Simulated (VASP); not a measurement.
Write the native input for VASP 6.6.1 that does the following.

* Task: single point
* Functional: PBEsol
* Potentials or basis: VASP PAW PBE potentials, release 64 (Zr_sv, H)
* Cutoff: 520 eV
* k mesh: 16 × 16 × 10
* Occupations: gaussian, width 0.1 eV
* Spin: no spin polarisation
* Dipole correction: no
* Further INCAR settings: ALGO = Fast; EDIFF = 1e-07; NBANDS = 21

The structure of ZrH lies in POSCAR:

```
ZrH
1.0
    3.1902763252      0.0000000000      0.0000000000
    0.0000000000      3.1902763252      0.0000000000
    0.0000000000      0.0000000000      5.0903174288
Zr H
2 2
Direct
    0.0000000000      0.5000000000      0.0000000000
    0.5000000000      0.0000000000      0.5000000000
    0.0000000000      0.0000000000      0.7500000000
    0.0000000000      0.0000000000      0.2500000000
```

This cell differs from its parent crystal: strain along c alone, the other axes held: +2.0 %.

These files were run (other wordings do the same):

INCAR

```
PREC = Accurate ; ENCUT = 520
EDIFF = 1E-7 ; ISMEAR = 0
SIGMA = 0.1 ; LREAL = F
LASPH = T ; NELM = 80
ALGO = Fast ; ISIF = 2
LWAVE = F ; LCHARG = F
GGA = PS ; NBANDS = 21
```

KPOINTS

```
Automatic mesh
0
Gamma
  16 16 10
```

Potentials or basis: VASP PAW PBE potentials, release 64 (Zr_sv, H).

The run is started by

```sh
$ cat potpaw_PBE.64/Zr_sv/POTCAR potpaw_PBE.64/H/POTCAR > POTCAR
$ mpirun -np 1 vasp_std > vasp.out
```

It gave:

* Pressure: -2.4 GPa
* Band gap on the k mesh: zero (bands 13 and 14 overlap by 0.92 eV)

Caveat: the cell differs from its parent crystal (strain along c alone, the other axes held: +2.0 %); the PAW data sets were made with another functional, which shifts forces and pressure a little.

Wall time 15 min on 1 thread of Oxide Virtual Turin-like Processor, on a shared host, peak memory 0.32 GiB.
